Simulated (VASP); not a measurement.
# Os in VASP: a series of runs, part 2 of 2

VASP 6.6.1. The steps go on from the part before.

### 3 Single point, PBEsol, non-collinear spin, zero start, spin-orbit coupling

This run uses another cell than the first one, of 15.60 Å³/atom.

INCAR reads:

```
SYSTEM = Os
ALGO = Normal ; EDIFF = 1E-6
ENCUT = 520 ; GGA = PS
GGA_COMPAT = .False. ; ISIF = 2
ISMEAR = -1 ; LASPH = .True.
LCHARG = .False. ; LMAXMIX = 4
LORBIT = 11 ; LORBMOM = .True.
LREAL = .False. ; LSORBIT = .True.
LWAVE = .False. ; MAGMOM = 0 0 0
NBANDS = 19 ; NELM = 150
PREC = Accurate ; SIGMA = 0.01
```

KPOINTS reads:

```
k-points
0
Gamma
  12 12 12
  0 0 0
```

POSCAR reads:

```
Os
1.0
    0.0000000000      1.9831469396      1.9831469396
    1.9831469396      0.0000000000      1.9831469396
    1.9831469396      1.9831469396      0.0000000000
Os
1
Direct
    0.0000000000      0.0000000000      0.0000000000
```

Potentials or basis: VASP PAW PBE potentials, release 64 (Os).

Launch:

```console
$ cat potpaw_PBE.64/Os/POTCAR > POTCAR
$ mpirun -np 1 vasp_ncl > vasp.out
```

OUTCAR:

```text
SYSTEM = Os
   EDIFF = 1E-6
   ENCUT = 520
   GGA = PS
   ISIF = 2
   ISMEAR = -1
   LASPH = .True.
   LORBIT = 11
   LREAL = .False.
   LSORBIT = .True.
   NELM = 150
   PREC = Accurate

 ion  position               nearest neighbor table
   1  0.000  0.000  0.000-

  LATTYP: Found a face centered cubic cell.
 ALAT       =     3.9662938792

  Lattice vectors:

 A1 = (   0.0000000000,   1.9831469396,   1.9831469396)
 A2 = (   1.9831469396,   0.0000000000,   1.9831469396)
 A3 = (   1.9831469396,   1.9831469396,   0.0000000000)

Analysis of symmetry for initial positions (statically):
=====================================================================
 Subroutine PRICEL returns:
 Original cell was already a primitive cell.

 Routine SETGRP: Setting up the symmetry group for a
 face centered cubic supercell.

 Subroutine GETGRP returns: Found 48 space group operations
 (whereof 48 operations were pure point group operations)
 out of a pool of 48 trial point group operations.

The static configuration has the point symmetry O_h .

Analysis of symmetry for dynamics (positions and initial velocities):
=====================================================================
 Subroutine PRICEL returns:
 Original cell was already a primitive cell.

 Routine SETGRP: Setting up the symmetry group for a
 face centered cubic supercell.

 Subroutine GETGRP returns: Found 48 space group operations
 (whereof 48 operations were pure point group operations)
 out of a pool of 48 trial point group operations.

The dynamic configuration has the point symmetry O_h .

Analysis of structural, dynamic, and magnetic symmetry:
=====================================================================
 Subroutine PRICEL returns:
 Original cell was already a primitive cell.

 Routine SETGRP: Setting up the symmetry group for a
 face centered cubic supercell.

 Subroutine GETGRP returns: Found 48 space group operations
 (whereof 48 operations were pure point group operations)
 out of a pool of 48 trial point group operations.

The overall configuration has the point symmetry O_h .

 Subroutine INISYM returns: Found 48 space group operations
 (whereof 48 operations are pure point group operations),
 and found     1 'primitive' translations

----------------------------------------------------------------------------------------

                                     Primitive cell

  volume of cell :      15.5989

  direct lattice vectors                    reciprocal lattice vectors
     0.000000000  1.983146940  1.983146940    -0.252124535  0.252124535  0.252124535
     1.983146940  0.000000000  1.983146940     0.252124535 -0.252124535  0.252124535
     1.983146940  1.983146940  0.000000000     0.252124535  0.252124535 -0.252124535

  length of vectors
     2.804593298  2.804593298  2.804593298     0.436692504  0.436692504  0.436692504

  position of ions in fractional coordinates (direct lattice)
     0.000000000  0.000000000  0.000000000

  ion indices of the primitive-cell ions
   primitive index   ion index
[... 98 lines left out ...]
   GGA     = PS    functional components
   LHFCALC =     F    Hartree Fock is set to
   AEXX    =    0.0000 exact exchange contribution
   IVDW    =     0    specifies the selected vdW correction
   LEPSILON=     F    determine dielectric tensor
   LRPA    =     F    only Hartree local field effects (RPA)
  energy-cutoff  :      520.00
  volume of cell :       15.60
 maximum number of plane-waves:       888
 NGX is ok and might be reduce to    24
   NGX = 11   NGY = 11   NGZ = 11

 number of electron       8.0000000 magnetization       0.0000000     -0.0000000      0.0000000

 number of electron       8.0000000 magnetization      -0.0000000     -0.0000000      0.0000000

 number of electron       8.0000000 magnetization      -0.0000000     -0.0000000     -0.0000000

 number of electron       8.0000000 magnetization       0.0000000      0.0000000      0.0000000

 Free energy of the ion-electron system (eV)
  ---------------------------------------------------
  ext. energy  EPLUGINS =         0.00000000
  ---------------------------------------------------
  free energy    TOTEN  =       -12.24743075 eV

  energy without entropy =      -12.24714621  energy(sigma->0) =      -12.24728848

 E-fermi :   7.7252     XC(G=0): -13.5350

 val. band max:        7.7196733488   @ k =   0.0833   0.0000   0.0000
 cond. band min:       7.7457992197   @ k =  -0.4167   0.3333   0.0000
 fundamental gap:      0.0261258709
 Fermi energy:         7.7251838042

 k-point     1 :       0.0000    0.0000    0.0000
  band No.  band energies     occupation
      1      -2.2846      1.00000
      2      -2.2846      1.00000
      3       4.7632      1.00000
      4       4.7632      1.00000
      5       4.7632      1.00000
      6       4.7632      1.00000
[... 505 lines left out ...]
      6       5.4551      1.00000
[... 11 lines left out ...]
     18      24.7040      0.00000
     19      26.8925      0.00000

 [... further k-points ...]

------------------------ aborting loop because EDIFF is reached ----------------------------------------

  FORCE on cell =-STRESS in cart. coord.  units (eV):
  Direction    XX          YY          ZZ          XY          YZ          ZX
  --------------------------------------------------------------------------------------
  -------------------------------------------------------------------------------------
  Total       -3.5240351     -3.5240351     -3.5240351      0.0000000      0.0000000      0.0000000
  in kB     -361.9562888   -361.9562888   -361.9562888      0.0000000      0.0000000      0.0000000
  external PRESSURE =    -361.9562888 kB  Pullay stress =       0.0000000 kB

 VOLUME and BASIS-vectors are now :
 -----------------------------------------------------------------------------
  energy-cutoff  :      520.00
  volume of cell :       15.60
      direct lattice vectors                 reciprocal lattice vectors
     0.000000000  1.983146940  1.983146940    -0.252124535  0.252124535  0.252124535
     1.983146940  0.000000000  1.983146940     0.252124535 -0.252124535  0.252124535
     1.983146940  1.983146940  0.000000000     0.252124535  0.252124535 -0.252124535

 POSITION                                       TOTAL-FORCE (eV/Angst)
 -----------------------------------------------------------------------------------
      0.00000      0.00000      0.00000         0.000000      0.000000      0.000000
 -----------------------------------------------------------------------------------
    total drift:                               -0.000000      0.000000      0.000000

  FREE ENERGIE OF THE ION-ELECTRON SYSTEM (eV)
  ---------------------------------------------------
  free  energy   TOTEN  =       -12.2474307523 eV

  energy  without entropy=      -12.2471462073  energy(sigma->0) =      -12.24728848

 orbital moment (x)

 # of ion     p       d       tot
 ----------------------------------------
  1        -0.000  -0.000  -0.000
 ----------------------------------------
           -0.000  -0.000  -0.000

 orbital moment (y)

 # of ion     p       d       tot
 ----------------------------------------
  1        -0.000   0.000   0.000
 ----------------------------------------
           -0.000   0.000   0.000

 orbital moment (z)

 # of ion     p       d       tot
 ----------------------------------------
  1         0.000   0.000   0.000
 ----------------------------------------
            0.000   0.000   0.000

 Spin-Orbit-Coupling matrix elements

 Ion:    1  E_soc:     -0.6853802
 l=   1
     0.0000000    -0.0388500    -0.0388500
    -0.0388500     0.0000000    -0.0388500
    -0.0388500    -0.0388500     0.0000000
 l=   2
     0.0000000    -0.0134959     0.0000000    -0.0134959    -0.0618842
    -0.0134959     0.0000000    -0.0464131    -0.0134959    -0.0154710
     0.0000000    -0.0464131     0.0000000    -0.0464131     0.0000000
    -0.0134959    -0.0134959    -0.0464131     0.0000000    -0.0154710
    -0.0618842    -0.0154710     0.0000000    -0.0154710     0.0000000
 l=   3
     0.0000000     0.0000000     0.0000000     0.0000000     0.0000000     0.0000000     0.0000000
     0.0000000     0.0000000     0.0000000     0.0000000     0.0000000     0.0000000     0.0000000
     0.0000000     0.0000000     0.0000000     0.0000000     0.0000000     0.0000000     0.0000000
     0.0000000     0.0000000     0.0000000     0.0000000     0.0000000     0.0000000     0.0000000
     0.0000000     0.0000000     0.0000000     0.0000000     0.0000000     0.0000000     0.0000000
     0.0000000     0.0000000     0.0000000     0.0000000     0.0000000     0.0000000     0.0000000
     0.0000000     0.0000000     0.0000000     0.0000000     0.0000000     0.0000000     0.0000000

 total charge

# of ion       s       p       d       tot
------------------------------------------
    1        0.605   0.650   5.853   7.108

 magnetization (x)

# of ion       s       p       d       tot
------------------------------------------
    1        0.000  -0.000   0.000  -0.000

 magnetization (y)

# of ion       s       p       d       tot
------------------------------------------
    1       -0.000   0.000   0.000   0.000

 magnetization (z)

# of ion       s       p       d       tot
------------------------------------------
    1        0.000  -0.000   0.000  -0.000
```

OSZICAR:

```text
N       E                     dE             d eps       ncg     rms          rms(c)
DAV:   1     0.480656685974E+02    0.48066E+02   -0.35368E+03  2808   0.790E+02
DAV:   2    -0.110222622874E+02   -0.59088E+02   -0.49816E+02  2793   0.253E+02
DAV:   3    -0.130719244368E+02   -0.20497E+01   -0.20039E+01  3373   0.433E+01
DAV:   4    -0.130818244404E+02   -0.99000E-02   -0.98914E-02  3200   0.310E+00
DAV:   5    -0.130818705792E+02   -0.46139E-04   -0.46139E-04  3243   0.211E-01    0.145E+01
DAV:   6    -0.123983498454E+02    0.68352E+00   -0.49368E-01  3348   0.794E+00    0.630E+00
DAV:   7    -0.122525554323E+02    0.14579E+00   -0.23282E-01  3596   0.511E+00    0.284E+00
DAV:   8    -0.122497848601E+02    0.27706E-02   -0.29597E-03  2950   0.544E-01    0.487E-01
DAV:   9    -0.122474500882E+02    0.23348E-02   -0.88059E-04  3126   0.382E-01    0.136E-01
DAV:  10    -0.122474314780E+02    0.18610E-04   -0.39820E-05  3460   0.670E-02    0.277E-02
DAV:  11    -0.122474307523E+02    0.72570E-06   -0.37058E-07  2385   0.787E-03
   1 F= -.12247431E+02 E0= -.12247288E+02  d E =-.284545E-03  mag=     0.0000     0.0000     0.0000
```

Wall time 60 s (1 thread of Intel Xeon Platinum 8488C (Sapphire Rapids), shared host); peak memory 0.21 GiB.

What came out:

| Item | Value |
| --- | --- |
| Free energy | -12.2474 eV |
| Pressure | -36.2 GPa |
| Net moment | 0.00 μB per cell |
| Valence electrons inside the program's atomic spheres | Os 7.11 |

Moments on the atoms (μB; x, y, z):
```
Os  0.00 0.00 0.00
```

Caveat: the cell stands under tension; the PAW data sets were made with another functional, which shifts forces and pressure a little.

### 4 Single point, PBEsol+D3(BJ)+U (the cell strained at random)

INCAR reads:

```
ALGO = Normal
EDIFF = 1E-7
ENCUT = 520
GGA = PS
ISIF = 2
ISMEAR = -1
IVDW = 12
LASPH = T
LCHARG = F
LDAU = T
LDAUJ = 0
LDAUL = 2
LDAUPRINT = 1
LDAUTYPE = 2
LDAUU = 3
LMAXMIX = 4
LREAL = F
LWAVE = F
NBANDS = 10
NELM = 150
PREC = Accurate
SIGMA = 0.05
```

KPOINTS reads:

```
k-points
0
Gamma
  12 12 12
```

POSCAR reads:

```
Os
1.0
   -0.0525720000      1.9437170000      1.9376940000
    1.9482710000     -0.0376220000      1.9227440000
    1.9198500000      1.9003460000     -0.0092000000
Os
1
Direct
    0.0003050000      0.0045110000     -0.0191350000
```

Launch:

```console
$ cat potpaw_PBE.64/Os/POTCAR > POTCAR
$ mpirun -np 1 vasp_std > vasp.out
```

Wall time 84 s (1 thread of Intel Xeon Platinum 8488C (Sapphire Rapids), shared host); peak memory 0.25 GiB.

The run converged. Its results:

* Free energy: -9.1205 eV
* Pressure: -33.1 GPa
* Band gap on the k mesh: zero (bands 4 and 5 overlap by 4.19 eV)
* Dispersion energy per atom: -0.635 eV

Stress tensor (GPa, compression positive):
```
-35.14  11.78   3.49
 11.78 -32.20  -0.79
  3.49  -0.79 -32.10
```

Levels at points of the mesh, in eV from the Fermi level:
| k point | band 2 | band 3 | band 4 | band 5 | band 6 | band 7 |
| --- | --- | --- | --- | --- | --- | --- |
| (0.00, 0.00, 0.00) | -3.20 | -2.77 | -2.47 | -0.18 | 0.06 | 14.52 |
| (0.50, 0.00, 0.00) | -3.13 | -2.77 | -0.27 | 1.96 | 2.33 | 8.10 |
| (0.00, 0.50, 0.00) | -3.29 | -2.67 | -0.11 | 1.92 | 2.44 | 8.34 |
| (0.50, 0.50, 0.00) | -6.45 | 2.11 | 2.58 | 2.88 | 3.00 | 11.34 |
| (0.00, 0.00, 0.50) | -3.44 | -2.67 | 0.19 | 2.09 | 2.48 | 8.77 |
| (0.50, 0.00, 0.50) | -6.44 | 2.03 | 2.53 | 2.92 | 2.99 | 11.68 |
| (0.00, 0.50, 0.50) | -6.44 | 2.06 | 2.33 | 2.91 | 2.98 | 11.42 |
| (0.50, 0.50, 0.50) | -3.43 | -2.73 | 0.29 | 2.19 | 2.46 | 8.90 |

Eigenvalues of the final occupation matrices:
```csv
site,spin,trace,eigenvalues
site 1 d,1,3.11,0.60 0.60 0.61 0.65 0.66
site 1 d,2,3.11,0.60 0.60 0.61 0.65 0.66
```

Caveat: the cell differs from its parent crystal (the cell strained at random); the cell stands under tension; the PAW data sets were made with another functional, which shifts forces and pressure a little; spin-orbit coupling is left out, which moves the levels of the heavy elements; U without spin polarisation on a metal has little footing; the U is typed as a test and isn't derived for this compound.

### 5 Single point, LDA

This run uses another cell than the first one, of 14.72 Å³/atom.

INCAR reads:

```
PREC     = Accurate       # precision mode
ENCUT    = 600            # plane-wave cutoff, eV
EDIFF    = 1E-6           # SCF threshold, eV
ISMEAR   = -5             # smearing method
SIGMA    = 0.05           # smearing width, eV
LREAL    = F              # projectors in reciprocal space
LASPH    = T              # aspherical terms in the spheres
NELM     = 120            # most SCF steps
ALGO     = Normal         # electronic algorithm
ISIF     = 2              # what is computed and relaxed
LWAVE    = F              # write WAVECAR
LCHARG   = T              # write CHGCAR
LELF     = T              # ELF
LVHAR    = T            
NBANDS   = 10             # bands
GGA_COMPAT= F
```

KPOINTS reads:

```
regular mesh
0
Gamma
  12 12 12
```

POSCAR reads:

```
Os
1.0
    0.0000000000      1.9450000000      1.9450000000
    1.9450000000      0.0000000000      1.9450000000
    1.9450000000      1.9450000000      0.0000000000
Os
1
Direct
    0.0000000000      0.0000000000      0.0000000000
```

Potentials or basis: VASP PAW LDA potentials, release 64 (Os).

Launch:

```console
$ cat potpaw_LDA.64/Os/POTCAR > POTCAR
$ mpirun -np 1 vasp_std > vasp.out
```

Run time: 7.6 s. Hardware: 1 thread of Intel Xeon Platinum 8488C (Sapphire Rapids), shared host; peak memory 0.14 GiB.

It converged, with:

```yaml
Free_energy: -12.4355 eV
Pressure: -24.9 GPa
Band_gap_on_the_k_mesh: zero (bands 4 and 5 overlap by 3.65 eV)
```

Levels at points of the mesh, in eV from the Fermi level:
```
           k point  band 1  band 2  band 3  band 4  band 5  band 6  band 7  band 8
(0.00, 0.00, 0.00)  -10.31   -2.82   -2.82   -2.82    0.01    0.01   14.35   19.82
(0.50, 0.00, 0.00)   -7.23   -2.95   -2.95   -0.10    2.23    2.23    8.36   13.88
(0.50, 0.50, 0.00)   -7.07   -6.41    2.20    2.34    2.86    2.86   11.47   11.99
```

Caveat: the cell stands under tension; spin-orbit coupling is left out, which moves the levels of the heavy elements; tetrahedron occupations give inexact forces and stress in metals.

### 6 The runs side by side

```csv
level,potentials or basis,spin,U,cell,cutoff (eV),smearing,gap on the mesh (eV),pressure (GPa),moment (μB)
PBEsol,"VASP PAW PBE potentials, release 64 (Os)","non-collinear, zero start, SOC",-,"a = 2.787 Å, angles 60.0°, 1 atom",520,fermi-dirac 0.01 eV,-,-31.5,0.00
PBEsol,"VASP PAW PBE potentials, release 64 (Os)","non-collinear, zero start, SOC",-,"a = 2.805 Å, angles 60.0°, 1 atom",520,fermi-dirac 0.01 eV,-,-36.2,0.00
PBEsol+D3(BJ)+U,"VASP PAW PBE potentials, release 64 (Os)",off,Os d U = 3.0 eV,"a = 2.745, b = 2.738, c = 2.701 Å, angles 60.4, 61.2, 61.8°, 1 atom",520,fermi-dirac 0.05 eV,none,-33.1,-
LDA,"VASP PAW LDA potentials, release 64 (Os)",off,-,"a = 2.751 Å, angles 60.0°, 1 atom",600,tetrahedron,none,-24.9,-
```

Alike in all rows: task single point; k mesh 12 × 12 × 12.

Caveats: the cell stands under tension; the PAW data sets were made with another functional, which shifts forces and pressure a little (at least some runs); spin-orbit coupling is left out, which moves the levels of the heavy elements (at least some runs); U without spin polarisation on a metal has little footing (at least some runs); the U is typed as a test and isn't derived for this compound (at least some runs); tetrahedron occupations give inexact forces and stress in metals (at least some runs).

Absolute energies hang on the potentials; compare differences alone.
